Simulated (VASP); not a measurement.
# ZnS (CsCl type) (Pm-3m) in VASP: a series of runs, part 3 of 4

VASP 6.6.1. The steps go on from the part before.

**4. Single point, PBE (volume scaled by 0.88)**

The input, INCAR:

```
SYSTEM = ZnS
ALGO     = Normal         ! electronic algorithm
EDIFF    = 1E-6           ! SCF threshold, eV
ENCUT    = 520            ! plane-wave cutoff, eV
GGA      = PE             ! functional
ISIF     = 2              ! what is computed and relaxed
ISMEAR   = -1             ! smearing method
LASPH    = .True.         ! aspherical terms in the spheres
LCHARG   = .False.        ! write CHGCAR
LREAL    = .False.        ! projectors in reciprocal space
LWAVE    = .False.        ! write WAVECAR
NBANDS   = 16             ! bands
NELM     = 100            ! most SCF steps
PREC     = Accurate       ! precision mode
SIGMA    = 0.1            ! smearing width, eV
```

The input, KPOINTS:

```
k-points
0
Gamma
  15 15 15
  0 0 0
```

The input, POSCAR:

```
ZnS
1.0
    3.0640759602      0.0000000000      0.0000000000
    0.0000000000      3.0640759602      0.0000000000
    0.0000000000      0.0000000000      3.0640759602
Zn S
1 1
Direct
    0.0000000000      0.0000000000      0.0000000000
    0.5000000000      0.5000000000      0.5000000000
```

Potentials or basis: VASP PAW PBE potentials, release 64 (Zn, S).

The run is started by

```
$ cat potpaw_PBE.64/Zn/POTCAR potpaw_PBE.64/S/POTCAR > POTCAR
$ mpirun -np 1 vasp_std > vasp.out
```

OUTCAR:

```text
SYSTEM = ZnS
   EDIFF = 1E-6
   ENCUT = 520
   GGA = PE
   ISIF = 2
   ISMEAR = -1
   LASPH = .True.
   LREAL = .False.
   NELM = 100
   PREC = Accurate

 ion  position               nearest neighbor table
   1  0.000  0.000  0.000-   2 2.65   2 2.65   2 2.65   2 2.65   2 2.65   2 2.65   2 2.65   2 2.65

   2  0.500  0.500  0.500-   1 2.65   1 2.65   1 2.65   1 2.65   1 2.65   1 2.65   1 2.65   1 2.65

  LATTYP: Found a simple cubic cell.
 ALAT       =     3.0640759602

  Lattice vectors:

 A1 = (   3.0640759602,   0.0000000000,   0.0000000000)
 A2 = (   0.0000000000,   3.0640759602,   0.0000000000)
 A3 = (   0.0000000000,   0.0000000000,   3.0640759602)

Analysis of symmetry for initial positions (statically):
=====================================================================
 Subroutine PRICEL returns:
 Original cell was already a primitive cell.

 Routine SETGRP: Setting up the symmetry group for a
 simple cubic supercell.

 Subroutine GETGRP returns: Found 48 space group operations
 (whereof 48 operations were pure point group operations)
 out of a pool of 48 trial point group operations.

The static configuration has the point symmetry O_h .

Analysis of symmetry for dynamics (positions and initial velocities):
=====================================================================
 Subroutine PRICEL returns:
 Original cell was already a primitive cell.

 Routine SETGRP: Setting up the symmetry group for a
 simple cubic supercell.

 Subroutine GETGRP returns: Found 48 space group operations
 (whereof 48 operations were pure point group operations)
 out of a pool of 48 trial point group operations.

The dynamic configuration has the point symmetry O_h .

 Subroutine INISYM returns: Found 48 space group operations
 (whereof 48 operations are pure point group operations),
 and found     1 'primitive' translations

----------------------------------------------------------------------------------------

                                     Primitive cell

  volume of cell :      28.7673

  direct lattice vectors                    reciprocal lattice vectors
     3.064075960  0.000000000  0.000000000     0.326362666  0.000000000  0.000000000
     0.000000000  3.064075960  0.000000000     0.000000000  0.326362666  0.000000000
     0.000000000  0.000000000  3.064075960     0.000000000  0.000000000  0.326362666

  length of vectors
     3.064075960  3.064075960  3.064075960     0.326362666  0.326362666  0.326362666

  position of ions in fractional coordinates (direct lattice)
     0.000000000  0.000000000  0.000000000
     0.500000000  0.500000000  0.500000000

  ion indices of the primitive-cell ions
   primitive index   ion index
                 1           1
                 2           2

----------------------------------------------------------------------------------------

 KPOINTS: k-points

Automatic generation of k-mesh.
 Grid dimensions read from file:
 generate k-points for:   15   15   15

 Generating k-lattice:

  Cartesian coordinates                     Fractional coordinates (reciprocal lattice)
     0.021757511  0.000000000  0.000000000     0.066666667  0.000000000  0.000000000
     0.000000000  0.021757511  0.000000000     0.000000000  0.066666667  0.000000000
     0.000000000  0.000000000  0.021757511     0.000000000  0.000000000  0.066666667

  Length of vectors
     0.021757511  0.021757511  0.021757511

  Shift w.r.t. Gamma in fractional coordinates (k-lattice)
     0.000000000  0.000000000  0.000000000

 Subroutine IBZKPT returns following result:
 ===========================================

 Found    120 irreducible k-points:

 Following reciprocal coordinates:
            Coordinates               Weight
  0.000000  0.000000  0.000000      1.000000
  0.066667  0.000000  0.000000      6.000000
  0.133333  0.000000  0.000000      6.000000
  0.200000  0.000000  0.000000      6.000000
  0.266667  0.000000  0.000000      6.000000
  0.333333  0.000000  0.000000      6.000000
[... 16 lines left out ...]
  0.266667  0.200000  0.000000     24.000000
  0.333333  0.200000  0.000000     24.000000
 [... further k-points ...]
   k-points           NKPTS =    120   k-points in BZ     NKDIM =    120   number of bands    NBANDS=     16
   number of dos      NEDOS =    301   number of ions     NIONS =      2
   total plane-waves  NPLWV =  13824
   dimension x,y,z NGX =    24 NGY =   24 NGZ =   24
   dimension x,y,z NGXF=    48 NGYF=   48 NGZF=   48
   ions per type =               1   1
   NGX,Y,Z   is equivalent  to a cutoff of  13.02, 13.02, 13.02 a.u.
   NGXF,Y,Z  is equivalent  to a cutoff of  26.04, 26.04, 26.04 a.u.
 SYSTEM =  ZnS
   PREC   = accura    normal or accurate (medium, high low for compatibility)
   ISTART =      0    job   : 0-new  1-cont  2-samecut
   ICHARG =      2    charge: 1-file 2-atom 10-const
   ISPIN  =      1    spin polarized calculation?
   LNONCOLLINEAR =      F non collinear calculations
   LSORBIT =      F    spin-orbit coupling
   LASPH  =      T    aspherical Exc in radial PAW
   ENCUT  =  520.0 eV  38.22 Ry    6.18 a.u.   5.70  5.70  5.70*2*pi/ulx,y,z
   NELM   =    100;   NELMIN=  2; NELMDL= -5     # of ELM steps
   EDIFF  = 0.1E-05   stopping-criterion for ELM
   LREAL  =      F    real-space projection
   EDIFFG = 0.1E-04   stopping-criterion for IOM
   NSW    =      0    number of steps for IOM
   IBRION =     -1    ionic relax: 0-MD 1-quasi-New 2-CG
   NFREE  =      0    steps in history (QN), initial steepest desc. (CG)
   ISIF   =      2    stress and relaxation
   ISYM   =      2    0-nonsym 1-usesym 2-fastsym
   POTIM  = 0.5000    time-step for ionic-motion
   TEBEG  =    0.0;   TEEND  =   0.0 temperature during run
   PSTRESS=    0.0 pullay stress
   NELECT =      18.0000    total number of electrons
   NUPDOWN=      -1.0000    fix difference up-down
   EMIN   =  10.00;   EMAX   =-10.00  energy-range for DOS
   EFERMI =   0.00;   METHOD = LEGACY
   ISMEAR =    -1;   SIGMA  =   0.10  broadening in eV -4-tet -1-fermi 0-gaus
   EFERMI_NEDOS =   21; number of points for ismear=-14 and -15
   IALGO  =     38    algorithm
   IMIX   =      4    mixing-type and parameters
     AMIX     =   0.40;   BMIX     =  1.00
     AMIX_MAG =   1.60;   BMIX_MAG =  1.00
  volume/ion in A,a.u.               =      14.38        97.07
  Fermi-wavevector in a.u.,A,eV,Ry     =   1.400230  2.646052 26.676193  1.960645
  Thomas-Fermi vector in A             =   2.523211
   LORBIT       =      0    0 simple, 1 ext, 2 COOP (PROOUT), +10 PAW based schemes
   GGA     = PE    functional components
   LHFCALC =     F    Hartree Fock is set to
   AEXX    =    0.0000 exact exchange contribution
   IVDW    =     0    specifies the selected vdW correction
   LEPSILON=     F    determine dielectric tensor
   LRPA    =     F    only Hartree local field effects (RPA)
 non-spin polarized calculation
  energy-cutoff  :      520.00
  volume of cell :       28.77
 maximum number of plane-waves:       792
 NGX is ok and might be reduce to    24
   NGX = 11   NGY = 11   NGZ = 11

 number of electron      17.9999988 magnetization

 Free energy of the ion-electron system (eV)
  ---------------------------------------------------
  ext. energy  EPLUGINS =         0.00000000
  ---------------------------------------------------
  free energy    TOTEN  =        -4.80021642 eV

  energy without entropy =       -4.76515224  energy(sigma->0) =       -4.78268433

 E-fermi :   6.0574     XC(G=0): -11.6646

 val. band max:        6.0510970113   @ k =   0.4000   0.0667   0.0000
 cond. band min:       6.0802896664   @ k =   0.4667   0.2667   0.0667
 fundamental gap:      0.0291926551
 Fermi energy:         6.0574246769

 k-point     1 :       0.0000    0.0000    0.0000
  band No.  band energies     occupation
      1      -9.4481      2.00000
      2      -1.3726      2.00000
      3      -1.3726      2.00000
      4      -0.8449      2.00000
      5      -0.8449      2.00000
      6      -0.8449      2.00000
[... 8 lines left out ...]
     15      19.4521      0.00000
     16      21.6703      0.00000
[... 419 lines left out ...]
 k-point    24 :       0.3333    0.2000    0.0000
  band No.  band energies     occupation
      1      -7.8799      2.00000
      2      -1.7100      2.00000
      3      -1.2265      2.00000
      4      -1.0884      2.00000
      5      -1.0478      2.00000
      6      -0.8971      2.00000
[... 8 lines left out ...]
     15      19.4016      0.00000
     16      20.4947      0.00000

 [... further k-points ...]
[... 5 lines left out ...]
  --------------------------------------------------------------------------------------
  -------------------------------------------------------------------------------------
  Total        2.3304490      2.3304490      2.3304490      0.0000000      0.0000000     -0.0000000
  in kB      129.7931012    129.7931012    129.7931012      0.0000000      0.0000000     -0.0000000
  external PRESSURE =     129.7931012 kB  Pullay stress =       0.0000000 kB

 VOLUME and BASIS-vectors are now :
 -----------------------------------------------------------------------------
  energy-cutoff  :      520.00
  volume of cell :       28.77
      direct lattice vectors                 reciprocal lattice vectors
     3.064075960  0.000000000  0.000000000     0.326362666  0.000000000  0.000000000
     0.000000000  3.064075960  0.000000000     0.000000000  0.326362666  0.000000000
     0.000000000  0.000000000  3.064075960     0.000000000  0.000000000  0.326362666

 POSITION                                       TOTAL-FORCE (eV/Angst)
 -----------------------------------------------------------------------------------
      0.00000      0.00000      0.00000         0.000000      0.000000      0.000000
      1.53204      1.53204      1.53204         0.000000      0.000000      0.000000
 -----------------------------------------------------------------------------------
    total drift:                                0.000000      0.000000     -0.000000

  FREE ENERGIE OF THE ION-ELECTRON SYSTEM (eV)
  ---------------------------------------------------
  free  energy   TOTEN  =        -4.8002164189 eV

  energy  without entropy=       -4.7651522447  energy(sigma->0) =       -4.78268433
```

Wall time 12 s (1 thread of Intel Xeon 6975P-C (Granite Rapids), shared host); peak memory 0.17 GiB.

Results:

| Quantity | Value |
| --- | --- |
| Free energy | -4.8002 eV |
| Pressure | 13.0 GPa |
| Band gap on the k mesh | zero (band 9 reaches 6.39 eV, above the bottom of band 10 at 4.99 eV) |

[end of part 3 of 4]
